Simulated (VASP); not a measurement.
Here is a VASP 6.6.1 calculation.

INCAR

```
SYSTEM = AlGeIr3
  ALGO = Normal
  EDIFF = 1E-6
  ENCUT = 520
  GGA = PE
  ISIF = 2
  ISMEAR = 0
  LASPH = .True.
  LCHARG = .True.
  LELF = .True.
  LREAL = .False.
  LVHAR = .True.
  LWAVE = .False.
  NBANDS = 30
  NELM = 100
  PREC = Accurate
  SIGMA = 0.1
```

The input KPOINTS:

```
k-points
0
Gamma
  4 4 4
  0 0 0
```

POSCAR

```
AlGeIr3
1.0
    4.4007431600      0.0000000000      0.0000000000
    0.0000000000      4.4007431600      0.0000000000
    0.0000000000      0.0000000000      4.4007431600
Al Ge Ir
1 1 3
Direct
    0.5000000000      0.5000000000      0.5000000000
    0.0000000000      0.0000000000      0.0000000000
    0.5000000000      0.0000000000      0.0000000000
    0.0000000000      0.5000000000      0.0000000000
    0.0000000000      0.0000000000      0.5000000000
```

Potentials or basis: VASP PAW PBE potentials, release 64 (Al, Ge_d, Ir).

The run is started by

```console
$ cat potpaw_PBE.64/Al/POTCAR potpaw_PBE.64/Ge_d/POTCAR potpaw_PBE.64/Ir/POTCAR > POTCAR
$ mpirun -np 1 vasp_std > vasp.out
```

Question: Predict the band gap on the k mesh.

Answer: Zero (band 22 reaches 7.49 eV, above the bottom of band 23 at 7.37 eV).

Question: Estimate the pressure.

Answer: 15.6 GPa.

Caveat: spin-orbit coupling is left out, which moves the levels of the heavy elements.
